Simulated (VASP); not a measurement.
# FeCuSO (P4/nmm) in VASP: a series of runs

Aim: see how the results for FeCuSO move with the level of theory and the settings. Levels: PBE, PBE+D3(BJ). Tasks: single point.

All numbers are computed with VASP 6.6.1; they aren't measurements. Logs are shortened: lines on timing, memory, paths and dates and some standing lists are left out, and cuts for length are marked.

### Step 1. The cell of the first run

It takes space group P4/nmm (No. 129, tetragonal). The conventional cell has a = 3.786 Å, b = 3.786 Å, c = 8.565 Å, α = 90.00°, β = 90.00°, γ = 90.00°. Within 3.1 Å of Cu (site symmetry -4m2) lie 4 S at 2.32 Å and 4 Cu at 2.68 Å. Within 3.1 Å of S (site symmetry 4mm) lie 4 Cu at 2.32 Å. Within 2.7 Å of Fe (site symmetry -4m2) lie 4 O at 2.00 Å and 4 Fe at 2.68 Å. Within 2.6 Å of O (site symmetry 4mm) lie 4 Fe at 2.00 Å.

### Step 2. Single point, PBE

INCAR reads:

```
SYSTEM = FeCuSO
PREC = Accurate ; ENCUT = 700
EDIFF = 1E-6 ; ISMEAR = -1
SIGMA = 0.1 ; LREAL = .False.
LASPH = .True. ; NELM = 120
ALGO = Normal ; ISIF = 2
LWAVE = .False. ; LCHARG = .False.
GGA = PE ; NBANDS = 57
GGA_COMPAT = .False.
```

KPOINTS reads:

```
regular mesh
0
Gamma
  5 5 2
  0 0 0
```

POSCAR reads:

```
FeCuSO
1.0
    3.7863880000      0.0000000000      0.0000000000
    0.0000000000      3.7863880000      0.0000000000
    0.0000000000      0.0000000000      8.5646720000
Cu S Fe O
2 2 2 2
Direct
    0.7500000000      0.2500000000      0.5000000000
    0.2500000000      0.7500000000      0.5000000000
    0.2500000000      0.2500000000      0.3442000000
    0.7500000000      0.7500000000      0.6558000000
    0.2500000000      0.7500000000      0.0000000000
    0.7500000000      0.2500000000      0.0000000000
    0.2500000000      0.2500000000      0.9256000000
    0.7500000000      0.7500000000      0.0744000000
```

Potentials or basis: VASP PAW PBE potentials, release 64 (Cu_sv_GW, S, Fe_sv, O).

Launch:

```console
$ cat potpaw_PBE.64/Cu_sv_GW/POTCAR potpaw_PBE.64/S/POTCAR potpaw_PBE.64/Fe_sv/POTCAR potpaw_PBE.64/O/POTCAR > POTCAR
$ mpirun -np 1 vasp_std > vasp.out
```

OUTCAR:

```text
SYSTEM = FeCuSO
   PREC = Accurate
   ENCUT = 700
   EDIFF = 1E-6
   ISMEAR = -1
   LREAL = .False.
   LASPH = .True.
   NELM = 120
   ISIF = 2
   GGA = PE

 ion  position               nearest neighbor table
   1  0.750  0.250  0.500-   3 2.32   4 2.32   4 2.32   3 2.32
   2  0.250  0.750  0.500-   3 2.32   4 2.32   3 2.32   4 2.32
   3  0.250  0.250  0.344-   1 2.32   2 2.32   2 2.32   1 2.32
   4  0.750  0.750  0.656-   1 2.32   2 2.32   1 2.32   2 2.32
   5  0.250  0.750  0.000-   7 2.00   8 2.00   7 2.00   8 2.00
   6  0.750  0.250  0.000-   7 2.00   8 2.00   8 2.00   7 2.00
   7  0.250  0.250  0.926-   5 2.00   6 2.00   5 2.00   6 2.00
   8  0.750  0.750  0.074-   5 2.00   6 2.00   6 2.00   5 2.00

  LATTYP: Found a simple tetragonal cell.
 ALAT       =     3.7863880000
 C/A-ratio  =     2.2619636445

  Lattice vectors:

 A1 = (   3.7863880000,   0.0000000000,   0.0000000000)
 A2 = (   0.0000000000,   3.7863880000,   0.0000000000)
 A3 = (   0.0000000000,   0.0000000000,   8.5646720000)

Analysis of symmetry for initial positions (statically):
=====================================================================
 Subroutine PRICEL returns:
 Original cell was already a primitive cell.

 Routine SETGRP: Setting up the symmetry group for a
 simple tetragonal supercell.

 Subroutine GETGRP returns: Found 16 space group operations
 (whereof  4 operations were pure point group operations)
 out of a pool of 16 trial point group operations.

The static configuration has the point symmetry C_2h.
 The point group associated with its full space group is D_4h.

Analysis of symmetry for dynamics (positions and initial velocities):
=====================================================================
 Subroutine PRICEL returns:
 Original cell was already a primitive cell.

 Routine SETGRP: Setting up the symmetry group for a
 simple tetragonal supercell.

 Subroutine GETGRP returns: Found 16 space group operations
 (whereof  4 operations were pure point group operations)
 out of a pool of 16 trial point group operations.

The dynamic configuration has the point symmetry C_2h.
 The point group associated with its full space group is D_4h.

 Subroutine INISYM returns: Found 16 space group operations
 (whereof  4 operations are pure point group operations),
 and found     1 'primitive' translations

----------------------------------------------------------------------------------------

                                     Primitive cell

  volume of cell :     122.7894

  direct lattice vectors                    reciprocal lattice vectors
     3.786388000  0.000000000  0.000000000     0.264103943  0.000000000  0.000000000
     0.000000000  3.786388000  0.000000000     0.000000000  0.264103943  0.000000000
     0.000000000  0.000000000  8.564672000     0.000000000  0.000000000  0.116758704

  length of vectors
     3.786388000  3.786388000  8.564672000     0.264103943  0.264103943  0.116758704

  position of ions in fractional coordinates (direct lattice)
     0.750000000  0.250000000  0.500000000
     0.250000000  0.750000000  0.500000000
     0.250000000  0.250000000  0.344200000
     0.750000000  0.750000000  0.655800000
     0.250000000  0.750000000  0.000000000
     0.750000000  0.250000000  0.000000000
     0.250000000  0.250000000  0.925600000
     0.750000000  0.750000000  0.074400000

  ion indices of the primitive-cell ions
   primitive index   ion index
                 1           1
                 2           2
                 3           3
                 4           4
                 5           5
                 6           6
                 7           7
                 8           8

----------------------------------------------------------------------------------------

 KPOINTS: regular mesh

Automatic generation of k-mesh.
 Grid dimensions read from file:
 generate k-points for:    5    5    2

 Generating k-lattice:

  Cartesian coordinates                     Fractional coordinates (reciprocal lattice)
     0.052820789  0.000000000  0.000000000     0.200000000  0.000000000  0.000000000
     0.000000000  0.052820789  0.000000000     0.000000000  0.200000000  0.000000000
     0.000000000  0.000000000  0.058379352     0.000000000  0.000000000  0.500000000

  Length of vectors
     0.052820789  0.052820789  0.058379352

  Shift w.r.t. Gamma in fractional coordinates (k-lattice)
     0.000000000  0.000000000  0.000000000

 Subroutine IBZKPT returns following result:
 ===========================================

 Found     12 irreducible k-points:

 Following reciprocal coordinates:
            Coordinates               Weight
  0.000000  0.000000  0.000000      1.000000
  0.200000  0.000000  0.000000      4.000000
  0.400000  0.000000  0.000000      4.000000
  0.200000  0.200000  0.000000      4.000000
  0.400000  0.200000  0.000000      8.000000
  0.400000  0.400000  0.000000      4.000000
  0.000000  0.000000  0.500000      1.000000
  0.200000  0.000000  0.500000      4.000000
  0.400000  0.000000  0.500000      4.000000
  0.200000  0.200000  0.500000      4.000000
  0.400000  0.200000  0.500000      8.000000
  0.400000  0.400000  0.500000      4.000000
   k-points           NKPTS =     12   k-points in BZ     NKDIM =     12   number of bands    NBANDS=     57
   number of dos      NEDOS =    301   number of ions     NIONS =      8
   total plane-waves  NPLWV = 103680
   dimension x,y,z NGX =    36 NGY =   36 NGZ =   80
   dimension x,y,z NGXF=    72 NGYF=   72 NGZF=  160
   ions per type =               2   2   2   2
   NGX,Y,Z   is equivalent  to a cutoff of  15.81, 15.81, 15.53 a.u.
   NGXF,Y,Z  is equivalent  to a cutoff of  31.61, 31.61, 31.06 a.u.
 SYSTEM =  FeCuSO
   PREC   = accura    normal or accurate (medium, high low for compatibility)
   ISTART =      0    job   : 0-new  1-cont  2-samecut
   ICHARG =      2    charge: 1-file 2-atom 10-const
   ISPIN  =      1    spin polarized calculation?
   LNONCOLLINEAR =      F non collinear calculations
   LSORBIT =      F    spin-orbit coupling
   LASPH  =      T    aspherical Exc in radial PAW
   ENCUT  =  700.0 eV  51.45 Ry    7.17 a.u.   8.17  8.17 18.48*2*pi/ulx,y,z
   NELM   =    120;   NELMIN=  2; NELMDL= -5     # of ELM steps
   EDIFF  = 0.1E-05   stopping-criterion for ELM
   LREAL  =      F    real-space projection
   EDIFFG = 0.1E-04   stopping-criterion for IOM
   NSW    =      0    number of steps for IOM
   IBRION =     -1    ionic relax: 0-MD 1-quasi-New 2-CG
   NFREE  =      0    steps in history (QN), initial steepest desc. (CG)
   ISIF   =      2    stress and relaxation
   ISYM   =      2    0-nonsym 1-usesym 2-fastsym
   POTIM  = 0.5000    time-step for ionic-motion
   TEBEG  =    0.0;   TEEND  =   0.0 temperature during run
   PSTRESS=    0.0 pullay stress
   NELECT =      94.0000    total number of electrons
   NUPDOWN=      -1.0000    fix difference up-down
   EMIN   =  10.00;   EMAX   =-10.00  energy-range for DOS
   EFERMI =   0.00;   METHOD = LEGACY
   ISMEAR =    -1;   SIGMA  =   0.10  broadening in eV -4-tet -1-fermi 0-gaus
   EFERMI_NEDOS =   21; number of points for ismear=-14 and -15
   IALGO  =     38    algorithm
   IMIX   =      4    mixing-type and parameters
     AMIX     =   0.40;   BMIX     =  1.00
     AMIX_MAG =   1.60;   BMIX_MAG =  1.00
  volume/ion in A,a.u.               =      15.35       103.58
  Fermi-wavevector in a.u.,A,eV,Ry     =   1.497604  2.830062 30.515407  2.242819
  Thomas-Fermi vector in A             =   2.609471
   LORBIT       =      0    0 simple, 1 ext, 2 COOP (PROOUT), +10 PAW based schemes
   GGA     = PE    functional components
   LHFCALC =     F    Hartree Fock is set to
   AEXX    =    0.0000 exact exchange contribution
   IVDW    =     0    specifies the selected vdW correction
   LEPSILON=     F    determine dielectric tensor
   LRPA    =     F    only Hartree local field effects (RPA)
 non-spin polarized calculation
  energy-cutoff  :      700.00
  volume of cell :      122.79
 maximum number of plane-waves:      5190
 NGX is ok and might be reduce to    36
   NGX = 17   NGY = 17   NGZ = 37

 number of electron      93.9999955 magnetization

 Free energy of the ion-electron system (eV)
  ---------------------------------------------------
  ext. energy  EPLUGINS =         0.00000000
  ---------------------------------------------------
  free energy    TOTEN  =       -43.99576251 eV

  energy without entropy =      -43.57927851  energy(sigma->0) =      -43.78752051

 E-fermi :   4.9180     XC(G=0): -10.4852

 val. band max:        4.8900905913   @ k =   0.0000   0.0000   0.0000
 cond. band min:       4.9314863059   @ k =   0.4000   0.4000   0.5000
 fundamental gap:      0.0413957146
 Fermi energy:         4.9179952249

 k-point     1 :       0.0000    0.0000    0.0000
  band No.  band energies     occupation
      1    -107.5358      2.00000
      2    -107.5310      2.00000
      3     -82.1369      2.00000
      4     -82.1119      2.00000
      5     -64.9398      2.00000
      6     -64.9335      2.00000
[... 49 lines left out ...]
     56       9.9552      0.00000
     57      11.0539      0.00000

 k-point     2 :       0.2000    0.0000    0.0000
  band No.  band energies     occupation
      1    -107.5355      2.00000
      2    -107.5315      2.00000
      3     -82.1345      2.00000
      4     -82.1143      2.00000
      5     -64.9393      2.00000
      6     -64.9344      2.00000
[... 49 lines left out ...]
     56      10.3386      0.00000
     57      11.2272      0.00000

 k-point     3 :       0.4000    0.0000    0.0000
  band No.  band energies     occupation
      1    -107.5342      2.00000
      2    -107.5327      2.00000
      3     -82.1282      2.00000
      4     -82.1205      2.00000
      5     -64.9378      2.00000
      6     -64.9359      2.00000
[... 49 lines left out ...]
     56      10.6860      0.00000
     57      12.0068      0.00000

 k-point     4 :       0.2000    0.2000    0.0000
  band No.  band energies     occupation
      1    -107.5351      2.00000
      2    -107.5318      2.00000
      3     -82.1325      2.00000
      4     -82.1162      2.00000
      5     -64.9389      2.00000
      6     -64.9348      2.00000
[... 49 lines left out ...]
     56      10.7448      0.00000
     57      11.1630      0.00000

 k-point     5 :       0.4000    0.2000    0.0000
  band No.  band energies     occupation
      1    -107.5339      2.00000
      2    -107.5328      2.00000
      3     -82.1274      2.00000
      4     -82.1212      2.00000
      5     -64.9373      2.00000
      6     -64.9360      2.00000
[... 49 lines left out ...]
     56      10.7693      0.00000
     57      11.9384      0.00000

 k-point     6 :       0.4000    0.4000    0.0000
  band No.  band energies     occupation
      1    -107.5339      2.00000
      2    -107.5333      2.00000
      3     -82.1255      2.00000
      4     -82.1231      2.00000
      5     -64.9371      2.00000
      6     -64.9366      2.00000
[... 49 lines left out ...]
     56      10.7760      0.00000
     57      12.1121      0.00000

 k-point     7 :       0.0000    0.0000    0.5000
  band No.  band energies     occupation
      1    -107.5357      2.00000
      2    -107.5313      2.00000
      3     -82.1369      2.00000
      4     -82.1119      2.00000
      5     -64.9393      2.00000
      6     -64.9342      2.00000
[... 49 lines left out ...]
     56       9.4598      0.00000
     57      11.0569      0.00000

 k-point     8 :       0.2000    0.0000    0.5000
  band No.  band energies     occupation
      1    -107.5353      2.00000
      2    -107.5315      2.00000
      3     -82.1345      2.00000
      4     -82.1143      2.00000
      5     -64.9390      2.00000
      6     -64.9344      2.00000
[... 49 lines left out ...]
     56      10.9391      0.00000
     57      11.5099      0.00000

 k-point     9 :       0.4000    0.0000    0.5000
  band No.  band energies     occupation
      1    -107.5342      2.00000
      2    -107.5326      2.00000
      3     -82.1282      2.00000
      4     -82.1205      2.00000
      5     -64.9377      2.00000
      6     -64.9358      2.00000
[... 49 lines left out ...]
     56      10.9611      0.00000
     57      12.2461      0.00000

 k-point    10 :       0.2000    0.2000    0.5000
  band No.  band energies     occupation
      1    -107.5349      2.00000
      2    -107.5320      2.00000
      3     -82.1325      2.00000
      4     -82.1162      2.00000
      5     -64.9386      2.00000
      6     -64.9350      2.00000
[... 49 lines left out ...]
     56      11.1083      0.00000
     57      11.9422      0.00000

 k-point    11 :       0.4000    0.2000    0.5000
  band No.  band energies     occupation
      1    -107.5341      2.00000
      2    -107.5328      2.00000
      3     -82.1274      2.00000
      4     -82.1212      2.00000
      5     -64.9374      2.00000
      6     -64.9360      2.00000
[... 49 lines left out ...]
     56      10.8230      0.00000
     57      11.6516      0.00000

 k-point    12 :       0.4000    0.4000    0.5000
  band No.  band energies     occupation
      1    -107.5338      2.00000
      2    -107.5333      2.00000
      3     -82.1255      2.00000
      4     -82.1231      2.00000
      5     -64.9369      2.00000
      6     -64.9364      2.00000
[... 49 lines left out ...]
     56      10.3999      0.00000
     57      11.2315      0.00000

------------------------ aborting loop because EDIFF is reached ----------------------------------------

  FORCE on cell =-STRESS in cart. coord.  units (eV):
  Direction    XX          YY          ZZ          XY          YZ          ZX
  --------------------------------------------------------------------------------------
  -------------------------------------------------------------------------------------
  Total       -9.1032101     -9.1032101     -3.1634952      0.0000000     -0.0000000      0.0000000
  in kB     -118.7802362   -118.7802362    -41.2778238      0.0000000     -0.0000000      0.0000000
  external PRESSURE =     -92.9460987 kB  Pullay stress =       0.0000000 kB

 VOLUME and BASIS-vectors are now :
 -----------------------------------------------------------------------------
  energy-cutoff  :      700.00
  volume of cell :      122.79
      direct lattice vectors                 reciprocal lattice vectors
     3.786388000  0.000000000  0.000000000     0.264103943  0.000000000  0.000000000
     0.000000000  3.786388000  0.000000000     0.000000000  0.264103943  0.000000000
     0.000000000  0.000000000  8.564672000     0.000000000  0.000000000  0.116758704

 POSITION                                       TOTAL-FORCE (eV/Angst)
 -----------------------------------------------------------------------------------
      2.83979      0.94660      4.28234        -0.000000      0.000000     -0.000000
      0.94660      2.83979      4.28234        -0.000000      0.000000      0.000000
      0.94660      0.94660      2.94796         0.000000     -0.000000     -0.151713
      2.83979      2.83979      5.61671         0.000000     -0.000000      0.151713
      0.94660      2.83979      0.00000         0.000000     -0.000000      0.000000
      2.83979      0.94660      0.00000         0.000000     -0.000000      0.000000
      0.94660      0.94660      7.92746         0.000000     -0.000000      0.841864
      2.83979      2.83979      0.63721         0.000000     -0.000000     -0.841864
 -----------------------------------------------------------------------------------
    total drift:                                0.000000      0.000000      0.000000

  FREE ENERGIE OF THE ION-ELECTRON SYSTEM (eV)
  ---------------------------------------------------
  free  energy   TOTEN  =       -43.9957625106 eV

  energy  without entropy=      -43.5792785130  energy(sigma->0) =      -43.78752051
```

Run time: 2.6 min. Hardware: 1 thread of Intel Xeon 6975P-C (Granite Rapids), shared host; peak memory 0.39 GiB.

Results:

| Quantity | Value |
| --- | --- |
| Free energy | -43.9958 eV |
| Pressure | -9.3 GPa |
| Largest force | 0.842 eV/Å |
| Band gap on the k mesh | zero (bands 47 and 48 overlap by 0.68 eV) |

Forces in eV/Å, atoms in the order of the input:
```
Cu   0.000  0.000  0.000
Cu   0.000  0.000  0.000
S    0.000  0.000 -0.152
S    0.000  0.000  0.152
Fe   0.000  0.000  0.000
Fe   0.000  0.000  0.000
O    0.000  0.000  0.842
O    0.000  0.000 -0.842
```

Levels at points of the mesh, in eV from the Fermi level:
```
           k point  band 42  band 43  band 44  band 45  band 46  band 47  band 48  band 49
(0.00, 0.00, 0.00)    -0.23    -0.05    -0.03    -0.03     0.15     0.18     0.33     0.33
(0.00, 0.00, 0.50)    -0.61    -0.23    -0.07    -0.07     0.18     0.41     0.41     0.65
```

Caveat: the k points lie up to 0.37 Å⁻¹ apart, too coarse for converged energies and pressures of a metal; the run has no spin polarisation, though such a crystal can be magnetic; semilocal functionals often make such compounds metallic where correlation or magnetic order opens a gap, which also shifts bond lengths. Spin polarisation is off, so any magnetic state and its effect on volume and gap are missing.

(Continued in part 2 of 2.)
